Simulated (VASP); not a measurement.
A run of VASP 6.6.1:

INCAR

```
SYSTEM = Ta
ALGO = Normal
EDIFF = 1E-6
ENCUT = 500
GGA = CA
GGA_COMPAT = .False.
ISIF = 2
ISMEAR = 0
LASPH = .True.
LCHARG = .False.
LREAL = .False.
LWAVE = .False.
NBANDS = 20
NELM = 120
PREC = Accurate
SIGMA = 0.1
```

Contents of KPOINTS:

```
k-points
0
Gamma
  11 11 5
  0 0 0
```

The input POSCAR:

```
Ta
1.0
    2.8340064352      0.0000000000      0.0000000000
   -1.4170032176      2.4543215674      0.0000000000
    0.0000000000      0.0000000000      5.0816724782
Ta
2
Direct
    0.6666666667      0.3333333333      0.7500000000
    0.3333333333      0.6666666667      0.2500000000
```

Potentials or basis: VASP PAW LDA potentials, release 64 (Ta_sv_GW).

Command:

```console
$ cat potpaw_LDA.64/Ta_sv_GW/POTCAR > POTCAR
$ mpirun -np 1 vasp_std > vasp.out
```

Hardware: 1 thread of Intel(R) Xeon(R) 6975P-C (Granite Rapids), with other jobs on the host.

Q: Estimate the wall time of this run.

A: Wall time 27 s on 1 thread of Intel(R) Xeon(R) 6975P-C (Granite Rapids), on a shared host, peak memory 0.16 GiB. Counts: scf iterations 12, k points 48.
